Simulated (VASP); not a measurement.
SrC2: single point with LDA

Crystal: SrC2.

```
Sr C
1.0
     2.51733    1.45338    2.30666
    -2.51733    1.45338    2.30666
     0.00000   -2.90676    2.30666
Sr C
1 2
Direct
  0.00000 0.00000 0.00000
  0.59156 0.59156 0.59156
  0.40844 0.40844 0.40844
```

| Property | Result |
| --- | --- |
| Program | VASP 6.6.1 |
| Task | single point |
| Functional | LDA |
| Potentials or basis | VASP PAW LDA potentials, release 64 (Sr_sv, C) |
| Cutoff | 520 eV |
| k mesh | 6 × 6 × 6 |
| Occupations | fermi-dirac, width 0.01 eV |
| Spin | no spin polarisation |

```
Pressure               : -5.4 GPa
Largest force          : 0.450 eV/Å
Band gap on the k mesh : 1.60 eV (least direct gap 2.43 eV)
```

Forces on the atoms (eV/Å):
```
Sr   0.000  0.000  0.000
C    0.000  0.000 -0.450
C    0.000  0.000  0.450
```

Stress tensor (GPa, compression positive):
```
-4.86  0.00  0.00
 0.00 -4.86  0.00
 0.00  0.00 -6.37
```

Levels at points of the mesh, in eV from the valence-band top:
| k point | band 7 | band 8 | band 9 | band 10 | band 11 | band 12 |
| --- | --- | --- | --- | --- | --- | --- |
| (0.00, 0.00, 0.00) | -2.28 | -0.82 | -0.82 | 1.60 | 1.60 | 6.06 |
| (0.50, 0.00, 0.00) | -1.77 | -1.07 | -1.03 | 3.56 | 3.91 | 5.86 |
| (0.50, 0.50, 0.00) | -2.48 | -1.53 | -0.77 | 2.12 | 4.59 | 5.38 |
| (0.50, 0.50, 0.50) | -3.07 | -3.07 | -0.04 | 5.53 | 5.53 | 7.67 |

It took 27 s on 1 thread of Intel Xeon 8259CL (shared host), peak memory 0.16 GiB.

Caveat: the cell stands under tension. A k mesh can miss the band edges.
